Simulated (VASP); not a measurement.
Set up this calculation in VASP 6.6.1, as the native input.

* Task: single point
* Functional: PBE
* Dispersion: D3(BJ)
* Potentials or basis: VASP PAW PBE potentials, release 64 (Ga_d)
* Cutoff: 500 eV
* k mesh: 26 × 26 × 26
* Occupations: gaussian, width 0.15 eV
* Spin: no spin polarisation
* Dipole correction: no
* Further INCAR settings: ALGO = Normal; EDIFF = 1e-06; NBANDS = 12

The structure of Ga lies in POSCAR:

```
Ga
1.0
   -1.4040000000      1.4040000000      2.2290000000
    1.4040000000     -1.4040000000      2.2290000000
    1.4040000000      1.4040000000     -2.2290000000
Ga
1
Direct
    0.0000000000      0.0000000000      0.0000000000
```

One way to write it, as run:

INCAR

```
SYSTEM = Ga
ALGO = Normal ; EDIFF = 1E-6
ENCUT = 500 ; GGA = PE
GGA_COMPAT = .False. ; ISIF = 2
ISMEAR = 0 ; IVDW = 12
LASPH = .True. ; LCHARG = .True.
LELF = .True. ; LREAL = .False.
LVHAR = .True. ; LWAVE = .False.
NBANDS = 12 ; NELM = 120
PREC = Accurate ; SIGMA = 0.15
```

KPOINTS

```
k-points
0
Gamma
  26 26 26
  0 0 0
```

Potentials or basis: VASP PAW PBE potentials, release 64 (Ga_d).

Launch:

```sh
$ cat potpaw_PBE.64/Ga_d/POTCAR > POTCAR
$ mpirun -np 1 vasp_std > vasp.out
```

Results of the run:

```json
{
 "Pressure": "1.3 GPa",
 "Dispersion energy per atom": "-0.327 eV"
}
```

Caveat: pairwise dispersion overbinds metals, which lowers pressure and volume.

Run time: 110 s on 1 thread of Intel Xeon 6975P-C, with other jobs on the host, peak memory 0.37 GiB.
